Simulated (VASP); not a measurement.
ZnO, 4 atoms in the cell. The structure is hexagonal, space group P6_3/mmc (No. 194). Conventional cell: a = 3.074 Å, b = 3.074 Å, c = 6.966 Å, α = 90.00°, β = 90.00°, γ = 120.00°. Zn (site symmetry -6m2) has 3 O at 1.77 Å within 2.4 Å. Within 2.4 Å of O (site symmetry -6m2) lie 3 Zn at 1.77 Å.  This cell differs from its parent crystal: ratio of the length along z to the lengths across it x 1.2, volume and fractional coordinates fixed.

- Program: VASP 6.6.1
- Task: single point
- Functional: PBE
- Dispersion: D3(BJ)
- Potentials or basis: VASP PAW PBE potentials, release 64 (Zn, O)
- Cutoff: 520 eV
- k mesh: 12 × 12 × 6
- Occupations: gaussian, width 0.05 eV
- Spin: no spin polarisation
- Dipole correction: no
- Further INCAR settings: ALGO = Normal; EDIFF = 1e-07; NBANDS = 26

Potentials or basis: VASP PAW PBE potentials, release 64 (Zn, O).

Command:

```sh
$ cat potpaw_PBE.64/Zn/POTCAR potpaw_PBE.64/O/POTCAR > POTCAR
$ mpirun -np 1 vasp_std > vasp.out
```

Hardware: 1 thread of Intel Xeon 8259CL, on a shared host.

Q: Estimate the wall time of this run.

A: It took 2.6 min on 1 thread of Intel Xeon 8259CL, on a shared host, peak memory 0.25 GiB. Counts: scf iterations 16, k points 76.
